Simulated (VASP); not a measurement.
Write the native input for VASP 6.6.1 that does the following.

```
Task                    : density of states
Functional              : LDA
Potentials or basis     : VASP PAW LDA potentials, release 64 (Hf_pv)
Cutoff                  : 520 eV
k mesh                  : 12 × 12 × 7
Occupations             : fermi-dirac, width 0.05 eV
Spin                    : collinear spin, ferromagnetic start
Starting moments        : [0.6, 0.6] μB
Dipole correction       : no
k mesh for the DOS      : 18 × 18 × 11
Occupations for the DOS : tetrahedron
Further INCAR settings  : ALGO = Normal; EDIFF = 1e-06; NBANDS = 21
```

Hf:

```
Hf
1.0
     3.19670    0.00000    0.00000
    -1.59835    2.76842    0.00000
     0.00000    0.00000    5.05780
Hf
2
Direct
  0.33333 0.66667 0.25000
  0.66667 0.33333 0.75000
```

One way to write it, as run:

POSCAR

```
Hf
1.0
    3.1967000000      0.0000000000      0.0000000000
   -1.5983500000      2.7684234083      0.0000000000
    0.0000000000      0.0000000000      5.0578000000
Hf
2
Direct
    0.3333333333      0.6666666667      0.2500000000
    0.6666666667      0.3333333333      0.7500000000
```

INCAR.step1

```
SYSTEM = Hf
PREC     = Accurate       ! precision mode
ENCUT    = 520            ! plane-wave cutoff, eV
EDIFF    = 1E-6           ! SCF threshold, eV
ISMEAR   = -1             ! smearing method
SIGMA    = 0.05           ! smearing width, eV
LREAL    = .FALSE.        ! projectors in reciprocal space
LASPH    = .TRUE.         ! aspherical terms in the spheres
NELM     = 150            ! most SCF steps
ALGO     = Normal         ! electronic algorithm
ISIF     = 2              ! what is computed and relaxed
LWAVE    = .FALSE.        ! write WAVECAR
LCHARG   = .TRUE.         ! write CHGCAR
ISPIN    = 2              ! spin polarisation
MAGMOM   = 0.6 0.6        ! initial moments
LMAXMIX  = 4              ! l up to which the mixer works
GGA      = CA             ! functional
NBANDS   = 21             ! bands
```

KPOINTS.step1

```
regular mesh
0
G
  12 12 7
  0 0 0
```

INCAR.step2

```
SYSTEM = Hf
PREC     = Accurate       ! precision mode
ENCUT    = 520            ! plane-wave cutoff, eV
EDIFF    = 1E-6           ! SCF threshold, eV
ISMEAR   = -5             ! smearing method
SIGMA    = 0.05           ! smearing width, eV
LREAL    = .FALSE.        ! projectors in reciprocal space
LASPH    = .TRUE.         ! aspherical terms in the spheres
NELM     = 150            ! most SCF steps
ALGO     = Normal         ! electronic algorithm
ISIF     = 2              ! what is computed and relaxed
LWAVE    = .FALSE.        ! write WAVECAR
LCHARG   = .FALSE.        ! write CHGCAR
ISPIN    = 2              ! spin polarisation
MAGMOM   = 0.6 0.6        ! initial moments
LORBIT   = 10             ! projections on sites
LMAXMIX  = 4              ! l up to which the mixer works
GGA      = CA             ! functional
NBANDS   = 21             ! bands
NEDOS    = 2001           ! points of the DOS
ICHARG   = 11             ! starting density
```

KPOINTS.step2

```
regular mesh
0
G
  18 18 11
  0 0 0
```

Potentials or basis: VASP PAW LDA potentials, release 64 (Hf_pv).

The run is started by

```bash
$ cat potpaw_LDA.64/Hf_pv/POTCAR > POTCAR
$ cp INCAR.step1 INCAR
$ cp KPOINTS.step1 KPOINTS
$ mpirun -np 1 vasp_std > vasp.out
$ cp INCAR.step2 INCAR
$ cp KPOINTS.step2 KPOINTS
$ mpirun -np 1 vasp_std > vasp.out
```

It gave:

The net moment is 0.00 μB per cell. The valence electrons inside the program's atomic spheres are Hf 8.35.

Caveat: spin-orbit coupling is left out, which moves the levels of the heavy elements.

Wall time 120 s on 1 thread of Intel(R) Xeon(R) 6975P-C (Granite Rapids), on a shared host, peak memory 0.38 GiB.
